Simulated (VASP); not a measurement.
# Ti3O5 (C2/m) in VASP: further runs

Runs on Ti3O5. Level: PBEsol. Tasks: single point.

All numbers are computed with VASP 6.6.1; they aren't measurements. Logs are shortened: lines on timing, memory, paths and dates and some standing lists are left out, and cuts for length are marked.

### 1 The cell of the first run

Symmetry: C2/m, No. 12, monoclinic system. Conventional cell: a = 9.777 Å, b = 3.861 Å, c = 9.280 Å, α = 90.00°, β = 91.32°, γ = 90.00°. Within 2.6 Å of Ti (site symmetry m) lie 6 O at 1.95 to 2.14 Å. Within 2.5 Å of Ti (site symmetry m) lie 6 O at 1.89 to 2.16 Å. Ti (site symmetry m) has 6 O at 1.97 to 2.12 Å within 2.6 Å. Within 2.6 Å of O (site symmetry m) lie 4 Ti at 1.99 to 2.14 Å. O (site symmetry m) has 3 Ti at 1.89 to 1.96 Å within 2.5 Å. Within 2.7 Å of O (site symmetry m) lie 4 Ti at 1.97 to 2.13 Å and 4 O at 2.61 to 2.69 Å. O (site symmetry m) has 3 Ti at 1.97 to 2.00 Å and 10 O at 2.61 to 3.03 Å within 3.1 Å. Within 3.1 Å of O (site symmetry m) lie 4 Ti at 1.97 to 2.16 Å and 11 O at 2.66 to 3.00 Å.

### 2 Single point, PBEsol (10.94 Å³/atom)

INCAR

```
SYSTEM = Ti3O5
PREC = Accurate ; ENCUT = 520
EDIFF = 1E-6 ; ISMEAR = 0
SIGMA = 0.1 ; LREAL = Auto
LASPH = .TRUE. ; NELM = 80
ALGO = Normal ; ISIF = 2
LWAVE = .FALSE. ; LCHARG = .FALSE.
GGA = PS ; NBANDS = 80
```

KPOINTS

```
Automatic mesh
0
G
  10 10 4
  0 0 0
```

POSCAR

```
Ti3O5
1.0
    4.8882573418     -1.9303458073      0.0266985092
    4.8882573418      1.9303458073      0.0266985092
   -0.2648493074      0.0000000000      9.2761612662
Ti O
6 10
Direct
    0.0585311324      0.0585311324      0.3594917271
    0.9414688676      0.9414688676      0.6405082729
    0.7799071068      0.7799071068      0.2603646215
    0.2200928932      0.2200928932      0.7396353785
    0.1329257539      0.1329257539      0.0443527858
    0.8670742461      0.8670742461      0.9556472142
    0.9591893125      0.9591893125      0.1520638903
    0.0408106875      0.0408106875      0.8479361097
    0.8750069041      0.8750069041      0.4402071121
    0.1249930959      0.1249930959      0.5597928879
    0.2437206974      0.2437206974      0.2434556636
    0.7562793026      0.7562793026      0.7565443364
    0.5915117689      0.5915117689      0.3404332850
    0.4084882311      0.4084882311      0.6595667150
    0.6731397937      0.6731397937      0.0543877440
    0.3268602063      0.3268602063      0.9456122560
```

Potentials or basis: VASP PAW PBE potentials, release 64 (Ti_sv, O).

Run with:

```console
cat potpaw_PBE.64/Ti_sv/POTCAR potpaw_PBE.64/O/POTCAR > POTCAR
mpirun -np 1 vasp_std > vasp.out
```

OUTCAR:

```text
SYSTEM = Ti3O5
   PREC = Accurate
   ENCUT = 520
   EDIFF = 1E-6
   ISMEAR = 0
   LREAL = Auto
   LASPH = .TRUE.
   NELM = 80
   ISIF = 2
   GGA = PS

 ion  position               nearest neighbor table
   1  0.059  0.059  0.359-  10 1.95   9 1.96  13 1.97  13 1.97  11 2.13   7 2.14   3 2.85   2 2.87

   2  0.941  0.941  0.641-   9 1.95  10 1.96  14 1.97  14 1.97  12 2.13   8 2.14   4 2.85   1 2.87

   3  0.780  0.780  0.260-   9 1.89  11 1.97  11 1.97  13 2.00   7 2.04  15 2.16   1 2.85
   4  0.220  0.220  0.740-  10 1.89  12 1.97  12 1.97  14 2.00   8 2.04  16 2.16   2 2.85
   5  0.133  0.133  0.044-  15 1.97  15 1.97   7 1.99   8 2.01  11 2.12  16 2.12   6 2.71
   6  0.867  0.867  0.956-  16 1.97  16 1.97   8 1.99   7 2.01  12 2.12  15 2.12   5 2.71
   7  0.959  0.959  0.152-   5 1.99   6 2.01   3 2.04   1 2.14
   8  0.041  0.041  0.848-   6 1.99   5 2.01   4 2.04   2 2.14
   9  0.875  0.875  0.440-   3 1.89   2 1.95   1 1.96
  10  0.125  0.125  0.560-   4 1.89   1 1.95   2 1.96
  11  0.244  0.244  0.243-   3 1.97   3 1.97   5 2.12   1 2.13
  12  0.756  0.756  0.757-   4 1.97   4 1.97   6 2.12   2 2.13
  13  0.592  0.592  0.340-   1 1.97   1 1.97   3 2.00
  14  0.408  0.408  0.660-   2 1.97   2 1.97   4 2.00
  15  0.673  0.673  0.054-   5 1.97   5 1.97   6 2.12   3 2.16
  16  0.327  0.327  0.946-   6 1.97   6 1.97   5 2.12   4 2.16

  LATTYP: Found a base centered monoclinic cell.
 ALAT       =     9.7766605035
 B/A-ratio  =     0.3948885832
 C/A-ratio  =     0.9491933804
 COS(beta)  =    -0.0230800925

  Lattice vectors:

 A1 = (   4.8882573418,  -1.9303458073,   0.0266985092)
 A2 = (   4.8882573418,   1.9303458073,   0.0266985092)
 A3 = (  -0.2648493074,   0.0000000000,   9.2761612662)

Analysis of symmetry for initial positions (statically):
=====================================================================
 Subroutine PRICEL returns:
 Original cell was already a primitive cell.

 Routine SETGRP: Setting up the symmetry group for a
 base centered monoclinic supercell.

 Subroutine GETGRP returns: Found  4 space group operations
 (whereof  4 operations were pure point group operations)
 out of a pool of  4 trial point group operations.

The static configuration has the point symmetry C_2h.

Analysis of symmetry for dynamics (positions and initial velocities):
=====================================================================
 Subroutine PRICEL returns:
 Original cell was already a primitive cell.

 Routine SETGRP: Setting up the symmetry group for a
 base centered monoclinic supercell.

 Subroutine GETGRP returns: Found  4 space group operations
 (whereof  4 operations were pure point group operations)
 out of a pool of  4 trial point group operations.

The dynamic configuration has the point symmetry C_2h.

 Subroutine INISYM returns: Found  4 space group operations
 (whereof  4 operations are pure point group operations),
 and found     1 'primitive' translations

----------------------------------------------------------------------------------------

                                     Primitive cell

  volume of cell :     175.0875

  direct lattice vectors                    reciprocal lattice vectors
     4.888257342 -1.930345807  0.026698509     0.102269992 -0.259020947  0.002919973
     4.888257342  1.930345807  0.026698509     0.102269992  0.259020947  0.002919973
    -0.264849307  0.000000000  9.276161266    -0.000588704  0.000000000  0.107786406

  length of vectors
     5.255664333  5.255664333  9.279941433     0.278495115  0.278495115  0.107788013

  position of ions in fractional coordinates (direct lattice)
     0.058531132  0.058531132  0.359491727
     0.941468868  0.941468868  0.640508273
     0.779907107  0.779907107  0.260364622
     0.220092893  0.220092893  0.739635378
     0.132925754  0.132925754  0.044352786
     0.867074246  0.867074246  0.955647214
[... 8 lines left out ...]
     0.673139794  0.673139794  0.054387744
     0.326860206  0.326860206  0.945612256

  ion indices of the primitive-cell ions
   primitive index   ion index
                 1           1
                 2           2
                 3           3
                 4           4
                 5           5
                 6           6
[... 8 lines left out ...]
                15          15
                16          16

----------------------------------------------------------------------------------------

 KPOINTS: Automatic mesh

Automatic generation of k-mesh.
 Grid dimensions read from file:
 generate k-points for:   10   10    4

 Generating k-lattice:

  Cartesian coordinates                     Fractional coordinates (reciprocal lattice)
     0.010226999 -0.025902095  0.000291997     0.100000000  0.000000000 -0.000000000
     0.010226999  0.025902095  0.000291997     0.000000000  0.100000000 -0.000000000
    -0.000147176  0.000000000  0.026946601     0.000000000  0.000000000  0.250000000

  Length of vectors
     0.027849511  0.027849511  0.026947003

  Shift w.r.t. Gamma in fractional coordinates (k-lattice)
     0.000000000  0.000000000  0.000000000

 Subroutine IBZKPT returns following result:
 ===========================================

 Found    117 irreducible k-points:

 Following reciprocal coordinates:
            Coordinates               Weight
  0.000000  0.000000  0.000000      1.000000
  0.100000  0.000000  0.000000      4.000000
  0.200000  0.000000  0.000000      4.000000
  0.300000  0.000000 -0.000000      4.000000
  0.400000 -0.000000  0.000000      4.000000
  0.500000  0.000000  0.000000      2.000000
[... 16 lines left out ...]
  0.300000  0.300000 -0.000000      2.000000
  0.400000  0.300000  0.000000      4.000000
 [... further k-points ...]
   k-points           NKPTS =    117   k-points in BZ     NKDIM =    117   number of bands    NBANDS=     80
   number of dos      NEDOS =    301   number of ions     NIONS =     16
   total plane-waves  NPLWV = 112000
   dimension x,y,z NGX =    40 NGY =   40 NGZ =   70
   dimension x,y,z NGXF=    80 NGYF=   80 NGZF=  140
   ions per type =               6  10
   NGX,Y,Z   is equivalent  to a cutoff of  12.65, 12.65, 12.54 a.u.
   NGXF,Y,Z  is equivalent  to a cutoff of  25.31, 25.31, 25.08 a.u.
 SYSTEM =  Ti3O5
   PREC   = accura    normal or accurate (medium, high low for compatibility)
   ISTART =      0    job   : 0-new  1-cont  2-samecut
   ICHARG =      2    charge: 1-file 2-atom 10-const
   ISPIN  =      1    spin polarized calculation?
   LNONCOLLINEAR =      F non collinear calculations
   LSORBIT =      F    spin-orbit coupling
   LASPH  =      T    aspherical Exc in radial PAW
   ENCUT  =  520.0 eV  38.22 Ry    6.18 a.u.   9.77  9.77 17.25*2*pi/ulx,y,z
   NELM   =     80;   NELMIN=  2; NELMDL= -5     # of ELM steps
   EDIFF  = 0.1E-05   stopping-criterion for ELM
   LREAL  =      T    real-space projection
   EDIFFG = 0.1E-04   stopping-criterion for IOM
   NSW    =      0    number of steps for IOM
   IBRION =     -1    ionic relax: 0-MD 1-quasi-New 2-CG
   NFREE  =      0    steps in history (QN), initial steepest desc. (CG)
   ISIF   =      2    stress and relaxation
   ISYM   =      2    0-nonsym 1-usesym 2-fastsym
   POTIM  = 0.5000    time-step for ionic-motion
   TEBEG  =    0.0;   TEEND  =   0.0 temperature during run
   PSTRESS=    0.0 pullay stress
   NELECT =     132.0000    total number of electrons
   NUPDOWN=      -1.0000    fix difference up-down
   EMIN   =  10.00;   EMAX   =-10.00  energy-range for DOS
   EFERMI =   0.00;   METHOD = LEGACY
   ISMEAR =     0;   SIGMA  =   0.10  broadening in eV -4-tet -1-fermi 0-gaus
   EFERMI_NEDOS =   21; number of points for ismear=-14 and -15
   IALGO  =     38    algorithm
   IMIX   =      4    mixing-type and parameters
     AMIX     =   0.40;   BMIX     =  1.00
     AMIX_MAG =   1.60;   BMIX_MAG =  1.00
  volume/ion in A,a.u.               =      10.94        73.85
  Fermi-wavevector in a.u.,A,eV,Ry     =   1.489982  2.815658 30.205573  2.220047
  Thomas-Fermi vector in A             =   2.602822
   LORBIT       =      0    0 simple, 1 ext, 2 COOP (PROOUT), +10 PAW based schemes
   GGA     = PS    functional components
   LHFCALC =     F    Hartree Fock is set to
   AEXX    =    0.0000 exact exchange contribution
   IVDW    =     0    specifies the selected vdW correction
   LEPSILON=     F    determine dielectric tensor
   LRPA    =     F    only Hartree local field effects (RPA)
 non-spin polarized calculation
 Gauss-broadening in eV      SIGMA  =   0.10
  energy-cutoff  :      520.00
  volume of cell :      175.09
 maximum number of plane-waves:      4738
   NGX = 19   NGY = 19   NGZ = 35

 number of electron     132.0000008 magnetization

 Free energy of the ion-electron system (eV)
  ---------------------------------------------------
  ext. energy  EPLUGINS =         0.00000000
  ---------------------------------------------------
  free energy    TOTEN  =      -150.88441727 eV

  energy without entropy =     -150.84691944  energy(sigma->0) =     -150.86566835

 E-fermi :   7.3040     XC(G=0): -11.5078

 val. band max:        7.3023249497   @ k =   0.4000   0.2000  -0.0000
 cond. band min:       7.3043995487   @ k =   0.3000   0.2000   0.5000
 fundamental gap:      0.0020745991
 Fermi energy:         7.3039768300

 k-point     1 :       0.0000    0.0000    0.0000
  band No.  band energies     occupation
      1     -51.0860      2.00000
      2     -51.0819      2.00000
      3     -50.9657      2.00000
      4     -50.9391      2.00000
      5     -50.8706      2.00000
      6     -50.7994      2.00000
[... 70 lines left out ...]
     77       8.5408      0.00000
     78       8.5425      0.00000

 k-point     2 :       0.1000    0.0000    0.0000
  band No.  band energies     occupation
      1     -51.0852      2.00000
      2     -51.0813      2.00000
      3     -50.9661      2.00000
      4     -50.9394      2.00000
      5     -50.8697      2.00000
      6     -50.8002      2.00000
[... 70 lines left out ...]
     77       8.5027      0.00000
     78       8.5498      0.00000
[... 1699 lines left out ...]
     77       8.6441      0.00000
     78       8.6723      0.00000

 k-point    24 :       0.4000    0.3000    0.0000
  band No.  band energies     occupation
      1     -51.0791      2.00000
      2     -51.0771      2.00000
      3     -50.9720      2.00000
      4     -50.9438      2.00000
      5     -50.8561      2.00000
      6     -50.8140      2.00000
[... 70 lines left out ...]
     77       8.5440      0.00000
     78       8.6693      0.00000

 [... further k-points ...]

 [bands above 78 left out]

------------------------ aborting loop because EDIFF is reached ----------------------------------------

  FORCE on cell =-STRESS in cart. coord.  units (eV):
  Direction    XX          YY          ZZ          XY          YZ          ZX
  --------------------------------------------------------------------------------------
  -------------------------------------------------------------------------------------
  Total       -4.4902725     -4.6185334     -4.6292826      0.0000000      0.0000000     -0.0268285
  in kB      -41.0892388    -42.2629188    -42.3612816      0.0000000      0.0000000     -0.2454998
  external PRESSURE =     -41.9044797 kB  Pullay stress =       0.0000000 kB

 VOLUME and BASIS-vectors are now :
 -----------------------------------------------------------------------------
  energy-cutoff  :      520.00
  volume of cell :      175.09
      direct lattice vectors                 reciprocal lattice vectors
     4.888257342 -1.930345807  0.026698509     0.102269992 -0.259020947  0.002919973
     4.888257342  1.930345807  0.026698509     0.102269992  0.259020947  0.002919973
    -0.264849307  0.000000000  9.276161266    -0.000588704  0.000000000  0.107786406

 POSITION                                       TOTAL-FORCE (eV/Angst)
 -----------------------------------------------------------------------------------
      0.47702      0.00000      3.33783        -0.002517      0.000000     -0.012252
      9.03465      0.00000      5.99173         0.002517      0.000000      0.012252
      7.55582      0.00000      2.45683         0.013431      0.000000     -0.024388
      1.95585      0.00000      6.87273        -0.013431      0.000000      0.024388
      1.28780      0.00000      0.41852        -0.017671      0.000000     -0.008159
      8.22386      0.00000      8.91104         0.017671      0.000000      0.008159
[... 8 lines left out ...]
      6.56656      0.00000      0.54045        -0.019979      0.000000     -0.005276
      2.94511      0.00000      8.78911         0.019979      0.000000      0.005276
 -----------------------------------------------------------------------------------
    total drift:                                0.000000      0.000000      0.000000

  FREE ENERGIE OF THE ION-ELECTRON SYSTEM (eV)
  ---------------------------------------------------
  free  energy   TOTEN  =      -150.8844172725 eV

  energy  without entropy=     -150.8469194374  energy(sigma->0) =     -150.86566835
```

Wall time 2 h (1 thread of AMD EPYC 7R13, shared host); peak memory 0.96 GiB.

What came out:

```yaml
Free_energy: -150.8844 eV
Pressure: -4.2 GPa
Largest_force: 0.048 eV/Å
Band_gap_on_the_k_mesh: zero (bands 66 and 67 overlap by 0.63 eV)
```

Forces in eV/Å, atoms in the order of the input:
```
Ti  -0.003  0.000 -0.012
Ti   0.003  0.000  0.012
Ti   0.013  0.000 -0.024
Ti  -0.013  0.000  0.024
Ti  -0.018  0.000 -0.008
Ti   0.018  0.000  0.008
O   -0.003  0.000  0.012
O    0.003  0.000 -0.012
O   -0.033  0.000  0.035
O    0.033  0.000 -0.035
O    0.018  0.000  0.002
O   -0.018  0.000 -0.002
O   -0.019  0.000  0.004
O    0.019  0.000 -0.004
O   -0.020  0.000 -0.005
O    0.020  0.000  0.005
```

Stress tensor (GPa, compression positive):
```
-4.11  0.00 -0.02
 0.00 -4.23  0.00
-0.02  0.00 -4.24
```

Caveat: the cell stands under tension; the PAW data sets were made with another functional, which shifts forces and pressure a little; semilocal functionals often make such compounds metallic where correlation or magnetic order opens a gap, which also shifts bond lengths.

[end of part 1 of 2]
